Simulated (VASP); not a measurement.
# Ga (Cmce) in VASP: a series of runs, part 2 of 2

VASP 6.6.1. Earlier steps stand in the parts before.

**4. Single point, r2SCAN**

This run uses another cell than the first one, of 19.59 Å³/atom, 1.042 times its volume.

The input, POSCAR:

```
Ga
1.0
    2.2615000000     -3.8305000000      0.0000000000
    2.2615000000      3.8305000000      0.0000000000
    0.0000000000      0.0000000000      4.5240000000
Ga
4
Direct
    0.3451000000      0.6549000000      0.4190000000
    0.1549000000      0.8451000000      0.9190000000
    0.6549000000      0.3451000000      0.5810000000
    0.8451000000      0.1549000000      0.0810000000
```

The input, INCAR.step1:

```
  ALGO = Normal
  EDIFF = 1E-4
  ENCUT = 520
  GGA = PE
  ISMEAR = -1
  LASPH = T
  LCHARG = F
  LREAL = F
  LWAVE = T
  NBANDS = 34
  NELM = 60
  PREC = Accurate
  SIGMA = 0.05
```

The input, INCAR.step2:

```
  ALGO = Normal
  EDIFF = 1E-6
  ENCUT = 520
  ISIF = 2
  ISMEAR = -1
  ISTART = 1
  LASPH = T
  LCHARG = T
  LELF = T
  LMIXTAU = T
  LREAL = F
  LVHAR = T
  LWAVE = F
  METAGGA = R2SCAN
  NBANDS = 34
  NELM = 60
  PREC = Accurate
  SIGMA = 0.05
```

The input, KPOINTS:

```
k-points
0
Gamma
  7 7 6
```

Potentials or basis: VASP PAW PBE potentials, release 64 (Ga_d).

The run is started by

```sh
$ cat potpaw_PBE.64/Ga_d/POTCAR > POTCAR
$ cp INCAR.step1 INCAR
$ mpirun -np 1 vasp_std > vasp.out
$ cp INCAR.step2 INCAR
$ mpirun -np 1 vasp_std > vasp.out
```

OUTCAR:

```text
EDIFF = 1E-6
   ENCUT = 520
   ISIF = 2
   ISMEAR = -1
   ISTART = 1
   LASPH = T
   LREAL = F
   METAGGA = R2SCAN
   NELM = 60
   PREC = Accurate

 ion  position               nearest neighbor table
   1  0.345  0.655  0.419-   3 2.48   2 2.69   2 2.69   4 2.73   4 2.73   3 2.79   3 2.79
   2  0.155  0.845  0.919-   4 2.48   1 2.69   1 2.69   3 2.73   3 2.73   4 2.79   4 2.79
   3  0.655  0.345  0.581-   1 2.48   4 2.69   4 2.69   2 2.73   2 2.73   1 2.79   1 2.79
   4  0.845  0.155  0.081-   2 2.48   3 2.69   3 2.69   1 2.73   1 2.73   2 2.79   2 2.79

  LATTYP: Found a base centered orthorhombic cell.
 ALAT       =     4.5230000000
 B/A-ratio  =     1.6937873093
 C/A-ratio  =     1.0002210922

  Lattice vectors:

 A1 = (   2.2615000000,  -3.8305000000,   0.0000000000)
 A2 = (   2.2615000000,   3.8305000000,   0.0000000000)
 A3 = (   0.0000000000,   0.0000000000,   4.5240000000)

Analysis of symmetry for initial positions (statically):
=====================================================================
 Subroutine PRICEL returns:
 Original cell was already a primitive cell.

 Routine SETGRP: Setting up the symmetry group for a
 base centered orthorhombic supercell.

 Subroutine GETGRP returns: Found  8 space group operations
 (whereof  4 operations were pure point group operations)
 out of a pool of  8 trial point group operations.

The static configuration has the point symmetry C_2h.
 The point group associated with its full space group is D_2h.

Analysis of symmetry for dynamics (positions and initial velocities):
=====================================================================
 Subroutine PRICEL returns:
 Original cell was already a primitive cell.

 Routine SETGRP: Setting up the symmetry group for a
 base centered orthorhombic supercell.

 Subroutine GETGRP returns: Found  8 space group operations
 (whereof  4 operations were pure point group operations)
 out of a pool of  8 trial point group operations.

The dynamic configuration has the point symmetry C_2h.
 The point group associated with its full space group is D_2h.

 Subroutine INISYM returns: Found  8 space group operations
 (whereof  4 operations are pure point group operations),
 and found     1 'primitive' translations

----------------------------------------------------------------------------------------

                                     Primitive cell

  volume of cell :      78.3799

  direct lattice vectors                    reciprocal lattice vectors
     2.261500000 -3.830500000  0.000000000     0.221092195 -0.130531262  0.000000000
     2.261500000  3.830500000  0.000000000     0.221092195  0.130531262  0.000000000
     0.000000000  0.000000000  4.524000000     0.000000000  0.000000000  0.221043324

  length of vectors
     4.448270731  4.448270731  4.524000000     0.256749234  0.256749234  0.221043324

  position of ions in fractional coordinates (direct lattice)
     0.345100000  0.654900000  0.419000000
     0.154900000  0.845100000  0.919000000
     0.654900000  0.345100000  0.581000000
     0.845100000  0.154900000  0.081000000

  ion indices of the primitive-cell ions
   primitive index   ion index
                 1           1
                 2           2
                 3           3
                 4           4

----------------------------------------------------------------------------------------

 KPOINTS: k-points

Automatic generation of k-mesh.
 Grid dimensions read from file:
 generate k-points for:    7    7    6

 Generating k-lattice:

  Cartesian coordinates                     Fractional coordinates (reciprocal lattice)
     0.031584599 -0.018647323  0.000000000     0.142857143  0.000000000  0.000000000
     0.031584599  0.018647323  0.000000000     0.000000000  0.142857143  0.000000000
     0.000000000  0.000000000  0.036840554     0.000000000  0.000000000  0.166666667

  Length of vectors
     0.036678462  0.036678462  0.036840554

  Shift w.r.t. Gamma in fractional coordinates (k-lattice)
     0.000000000  0.000000000  0.000000000

 Subroutine IBZKPT returns following result:
 ===========================================

 Found     64 irreducible k-points:

 Following reciprocal coordinates:
            Coordinates               Weight
  0.000000  0.000000  0.000000      1.000000
  0.142857  0.000000  0.000000      4.000000
  0.285714  0.000000  0.000000      4.000000
  0.428571 -0.000000  0.000000      4.000000
  0.142857  0.142857  0.000000      2.000000
  0.285714  0.142857  0.000000      4.000000
[... 16 lines left out ...]
  0.428571  0.142857  0.166667      8.000000
 -0.428571  0.142857  0.166667      8.000000
 [... further k-points ...]
   k-points           NKPTS =     64   k-points in BZ     NKDIM =     64   number of bands    NBANDS=     34
   number of dos      NEDOS =    301   number of ions     NIONS =      4
   total plane-waves  NPLWV =  46656
   dimension x,y,z NGX =    36 NGY =   36 NGZ =   36
   dimension x,y,z NGXF=    72 NGYF=   72 NGZF=   72
   ions per type =               4
   NGX,Y,Z   is equivalent  to a cutoff of  13.45, 13.45, 13.23 a.u.
   NGXF,Y,Z  is equivalent  to a cutoff of  26.91, 26.91, 26.46 a.u.
 SYSTEM =  unknown system
   PREC   = accura    normal or accurate (medium, high low for compatibility)
   ISTART =      1    job   : 0-new  1-cont  2-samecut
   ICHARG =      0    charge: 1-file 2-atom 10-const
   ISPIN  =      1    spin polarized calculation?
   LNONCOLLINEAR =      F non collinear calculations
   LSORBIT =      F    spin-orbit coupling
   LASPH  =      T    aspherical Exc in radial PAW
   ENCUT  =  520.0 eV  38.22 Ry    6.18 a.u.   8.27  8.27  8.41*2*pi/ulx,y,z
   NELM   =     60;   NELMIN=  2; NELMDL=  0     # of ELM steps
   EDIFF  = 0.1E-05   stopping-criterion for ELM
   LREAL  =      F    real-space projection
   EDIFFG = 0.1E-04   stopping-criterion for IOM
   NSW    =      0    number of steps for IOM
   IBRION =     -1    ionic relax: 0-MD 1-quasi-New 2-CG
   NFREE  =      0    steps in history (QN), initial steepest desc. (CG)
   ISIF   =      2    stress and relaxation
   ISYM   =      2    0-nonsym 1-usesym 2-fastsym
   POTIM  = 0.5000    time-step for ionic-motion
   TEBEG  =    0.0;   TEEND  =   0.0 temperature during run
   PSTRESS=    0.0 pullay stress
   NELECT =      52.0000    total number of electrons
   NUPDOWN=      -1.0000    fix difference up-down
   EMIN   =  10.00;   EMAX   =-10.00  energy-range for DOS
   EFERMI =   0.00;   METHOD = LEGACY
   ISMEAR =    -1;   SIGMA  =   0.05  broadening in eV -4-tet -1-fermi 0-gaus
   EFERMI_NEDOS =   21; number of points for ismear=-14 and -15
   IALGO  =     38    algorithm
   IMIX   =      4    mixing-type and parameters
     AMIX     =   0.40;   BMIX     =  1.00
     AMIX_MAG =   1.60;   BMIX_MAG =  1.00
  volume/ion in A,a.u.               =      19.59       132.23
  Fermi-wavevector in a.u.,A,eV,Ry     =   1.427823  2.698194 27.737908  2.038679
  Thomas-Fermi vector in A             =   2.547951
   LORBIT       =      0    0 simple, 1 ext, 2 COOP (PROOUT), +10 PAW based schemes
   METAGGA = R2SCAN    functional components
   LHFCALC =     F    Hartree Fock is set to
   AEXX    =    0.0000 exact exchange contribution
   IVDW    =     0    specifies the selected vdW correction
   LEPSILON=     F    determine dielectric tensor
   LRPA    =     F    only Hartree local field effects (RPA)
 non-spin polarized calculation
  energy-cutoff  :      520.00
  volume of cell :       78.38
 maximum number of plane-waves:      2131
 NGX is ok and might be reduce to    36
   NGX = 17   NGY = 17   NGZ = 17

 number of electron      52.0000010 magnetization

 Free energy of the ion-electron system (eV)
  ---------------------------------------------------
  ext. energy  EPLUGINS =         0.00000000
  ---------------------------------------------------
  free energy    TOTEN  =       -45.75346740 eV

  energy without entropy =      -45.74719579  energy(sigma->0) =      -45.75033160

 E-fermi :   4.9635     XC(G=0): -11.6517

 val. band max:        4.9369203995   @ k =  -0.2857   0.2857   0.1667
 cond. band min:       4.9903597081   @ k =  -0.2857   0.1429   0.1667
 fundamental gap:      0.0534393086
 Fermi energy:         4.9635278637

 k-point     1 :       0.0000    0.0000    0.0000
  band No.  band energies     occupation
      1     -10.7561      2.00000
      2     -10.7528      2.00000
      3     -10.7231      2.00000
      4     -10.7030      2.00000
      5     -10.6735      2.00000
      6     -10.6525      2.00000
[... 877 lines left out ...]
     33      12.6989      0.00000
     34      13.4659      0.00000

 [... further k-points ...]
[... 5 lines left out ...]
  --------------------------------------------------------------------------------------
  -------------------------------------------------------------------------------------
  Total       -1.1224829     -0.3601842     -0.1856444      0.0000000      0.0000000      0.0000000
  in kB      -22.9448733     -7.3625901     -3.7947902      0.0000000      0.0000000      0.0000000
  external PRESSURE =     -11.3674179 kB  Pullay stress =       0.0000000 kB

 VOLUME and BASIS-vectors are now :
 -----------------------------------------------------------------------------
  energy-cutoff  :      520.00
  volume of cell :       78.38
      direct lattice vectors                 reciprocal lattice vectors
     2.261500000 -3.830500000  0.000000000     0.221092195 -0.130531262  0.000000000
     2.261500000  3.830500000  0.000000000     0.221092195  0.130531262  0.000000000
     0.000000000  0.000000000  4.524000000     0.000000000  0.000000000  0.221043324

 POSITION                                       TOTAL-FORCE (eV/Angst)
 -----------------------------------------------------------------------------------
      2.26150      1.18669      1.89556         0.000000      0.122731     -0.059542
      2.26150      2.64381      4.15756         0.000000     -0.122731     -0.059542
      2.26150     -1.18669      2.62844         0.000000     -0.122731      0.059542
      2.26150     -2.64381      0.36644         0.000000      0.122731      0.059542
 -----------------------------------------------------------------------------------
    total drift:                               -0.000000     -0.000000      0.000000

  FREE ENERGIE OF THE ION-ELECTRON SYSTEM (eV)
  ---------------------------------------------------
  free  energy   TOTEN  =       -45.7534674000 eV

  energy  without entropy=      -45.7471957932  energy(sigma->0) =      -45.75033160
```

It took 6.8 min on 1 thread of Intel Xeon 6975P-C, shared host; peak memory 0.29 GiB.

Results:

- Free energy: -45.7535 eV
- Pressure: -1.1 GPa
- Largest force: 0.136 eV/Å
- Band gap on the k mesh: zero (band 26 reaches 5.30 eV, above the bottom of band 27 at 4.07 eV)

Forces on the atoms (eV/Å):
```
Ga   0.000  0.123 -0.060
Ga   0.000 -0.123 -0.060
Ga   0.000 -0.123  0.060
Ga   0.000  0.123  0.060
```

Stress tensor (GPa, compression positive):
```
-2.29  0.00  0.00
 0.00 -0.74  0.00
 0.00  0.00 -0.38
```

Caveat: the PAW data sets were made with another functional, which shifts forces and pressure a little.

**5. Overview**

| cell | gap on the mesh (eV) | pressure (GPa) | largest force (eV/Å) |
| --- | --- | --- | --- |
| a = 4.388, b = 4.388, c = 4.463 Å, angles 90.0, 90.0, 118.9°, 4 atoms | none | 1.4 | 0.15 |
| a = 4.418, b = 4.418, c = 4.494 Å, angles 90.0, 90.0, 118.9°, 4 atoms | none | 0.1 | 0.14 |
| a = 4.448, b = 4.448, c = 4.524 Å, angles 90.0, 90.0, 118.9°, 4 atoms | none | -1.1 | 0.14 |

Alike in all rows: task single point; level r2SCAN; potentials or basis VASP PAW PBE potentials, release 64 (Ga_d); no spin polarisation; k mesh 7 × 7 × 6; cutoff (eV) 520; smearing fermi-dirac 0.05 eV.

Caveats: the PAW data sets were made with another functional, which shifts forces and pressure a little.

Total energies depend on the potentials used, so only differences within one code and one set of settings carry meaning.
